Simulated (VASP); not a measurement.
# ZnS3 (Im-3m) in VASP: a series of runs, part 2 of 2

VASP 6.6.1.

## Step 4: Single point, PBE

This run uses another cell than the first one, of 16.67 Å³/atom.

File INCAR:

```
ALGO = Normal
EDIFF = 1E-7
ENCUT = 520
GGA = PE
ISIF = 2
ISMEAR = 0
LASPH = T
LCHARG = F
LREAL = F
LWAVE = F
NBANDS = 23
NELM = 80
PREC = Accurate
SIGMA = 0.1
```

File KPOINTS:

```
k-points
0
Gamma
  6 6 6
```

File POSCAR:

```
ZnS3
1.0
   -2.5544374744      2.5544374744      2.5544374744
    2.5544374744     -2.5544374744      2.5544374744
    2.5544374744      2.5544374744     -2.5544374744
Zn S
1 3
Direct
    0.0000000000      0.0000000000      0.0000000000
    0.0000000000      0.5000000000      0.5000000000
    0.5000000000      0.0000000000      0.5000000000
    0.5000000000      0.5000000000      0.0000000000
```

Potentials or basis: VASP PAW PBE potentials, release 64 (Zn, S).

Command:

```
$ cat potpaw_PBE.64/Zn/POTCAR potpaw_PBE.64/S/POTCAR > POTCAR
$ mpirun -np 1 vasp_std > vasp.out
```

OUTCAR:

```text
EDIFF = 1E-7
   ENCUT = 520
   GGA = PE
   ISIF = 2
   ISMEAR = 0
   LASPH = T
   LREAL = F
   NELM = 80
   PREC = Accurate

 ion  position               nearest neighbor table
   1  0.000  0.000  0.000-   2 2.55   3 2.55   4 2.55   2 2.55   3 2.55   4 2.55
   2  0.000  0.500  0.500-   1 2.55   3 2.55   4 2.55   1 2.55   4 2.55   3 2.55
   3  0.500  0.000  0.500-   1 2.55   2 2.55   4 2.55   4 2.55   1 2.55   2 2.55
[... 607 lines left out ...]
  Direction    XX          YY          ZZ          XY          YZ          ZX
  --------------------------------------------------------------------------------------
  -------------------------------------------------------------------------------------
  Total       -0.0573875     -0.0573875     -0.0573875      0.0000000     -0.0000000      0.0000000
  in kB       -1.3790554     -1.3790554     -1.3790554      0.0000000     -0.0000000      0.0000000
  external PRESSURE =      -1.3790554 kB  Pullay stress =       0.0000000 kB

 VOLUME and BASIS-vectors are now :
 -----------------------------------------------------------------------------
  energy-cutoff  :      520.00
  volume of cell :       66.67
      direct lattice vectors                 reciprocal lattice vectors
    -2.554437474  2.554437474  2.554437474     0.000000000  0.195737811  0.195737811
     2.554437474 -2.554437474  2.554437474     0.195737811  0.000000000  0.195737811
     2.554437474  2.554437474 -2.554437474     0.195737811  0.195737811  0.000000000

 POSITION                                       TOTAL-FORCE (eV/Angst)
 -----------------------------------------------------------------------------------
      0.00000      0.00000      0.00000        -0.000000      0.000000     -0.000000
      2.55444      0.00000      0.00000         0.000000     -0.000000      0.000000
      0.00000      2.55444      0.00000        -0.000000     -0.000000     -0.000000
      0.00000      0.00000      2.55444         0.000000      0.000000     -0.000000
 -----------------------------------------------------------------------------------
    total drift:                                0.000000      0.000000     -0.000000

  FREE ENERGIE OF THE ION-ELECTRON SYSTEM (eV)
  ---------------------------------------------------
  free  energy   TOTEN  =       -13.1250110533 eV

  energy  without entropy=      -13.1058941454  energy(sigma->0) =      -13.11545260
```

OSZICAR:

```text
N       E                     dE             d eps       ncg     rms          rms(c)
DAV:   1     0.206449492198E+03    0.20645E+03   -0.13833E+04   736   0.145E+03
DAV:   2     0.615436485691E+01   -0.20030E+03   -0.18634E+03   817   0.329E+02
DAV:   3    -0.130245538245E+02   -0.19179E+02   -0.18668E+02   957   0.939E+01
DAV:   4    -0.134269127911E+02   -0.40236E+00   -0.40143E+00   876   0.141E+01
DAV:   5    -0.134340414655E+02   -0.71287E-02   -0.71277E-02   988   0.193E+00    0.142E+01
DAV:   6    -0.131528229241E+02    0.28122E+00   -0.58513E-01   945   0.250E+01    0.889E+00
DAV:   7    -0.131265158573E+02    0.26307E-01   -0.29441E-01   897   0.379E+00    0.215E+00
DAV:   8    -0.131254401257E+02    0.10757E-02   -0.11084E-02   862   0.772E-01    0.377E-01
DAV:   9    -0.131249091816E+02    0.53094E-03   -0.32372E-03   976   0.859E-01    0.652E-02
DAV:  10    -0.131249894268E+02   -0.80245E-04   -0.32654E-04  1011   0.278E-01    0.287E-02
DAV:  11    -0.131250141541E+02   -0.24727E-04   -0.10875E-04  1009   0.152E-01    0.109E-02
DAV:  12    -0.131250113794E+02    0.27746E-05   -0.16083E-05   929   0.434E-02    0.522E-03
DAV:  13    -0.131250111428E+02    0.23664E-06   -0.54296E-06  1120   0.330E-02    0.352E-03
DAV:  14    -0.131250109933E+02    0.14953E-06   -0.20233E-06   949   0.159E-02    0.147E-03
DAV:  15    -0.131250110533E+02   -0.60065E-07   -0.27477E-07   745   0.636E-03
   1 F= -.13125011E+02 E0= -.13115453E+02  d E =-.191169E-01
```

It took 29 s on 1 thread of Intel Xeon 8259CL, shared host; peak memory 0.2 GiB.

Results:

```yaml
Free_energy: -13.1250 eV
Pressure: -0.1 GPa
Band_gap_on_the_k_mesh: zero (bands 15 and 16 overlap by 2.21 eV)
```

Levels at points of the mesh, in eV from the Fermi level:
```tsv
k point	band 13	band 14	band 15	band 16	band 17	band 18
(0.00, 0.00, 0.00)	-3.71	-3.71	-1.11	2.87	2.87	2.87
(0.50, 0.00, 0.00)	-2.40	-2.26	-1.63	-0.78	3.11	4.37
(0.50, 0.50, 0.50)	-2.44	-2.44	-0.34	3.30	3.30	3.30
```

## Step 5: The runs side by side

```csv
cell,k mesh,gap on the mesh (eV),pressure (GPa)
"a = 4.430 Å, angles 109.5°, 4 atoms",4 × 4 × 4,none,-0.3
"a = 4.882 Å, angles 109.5°, 4 atoms",4 × 4 × 4,none,-12.5
"a = 4.424 Å, angles 109.5°, 4 atoms",6 × 6 × 6,none,-0.1
```

Alike in all rows: task single point; level PBE; potentials or basis VASP PAW PBE potentials, release 64 (Zn, S); no spin polarisation; cutoff (eV) 520; smearing gaussian 0.1 eV.

Caveats: some runs use coarse meshes.

Total energies depend on the potentials used, so only differences within one code and one set of settings carry meaning.
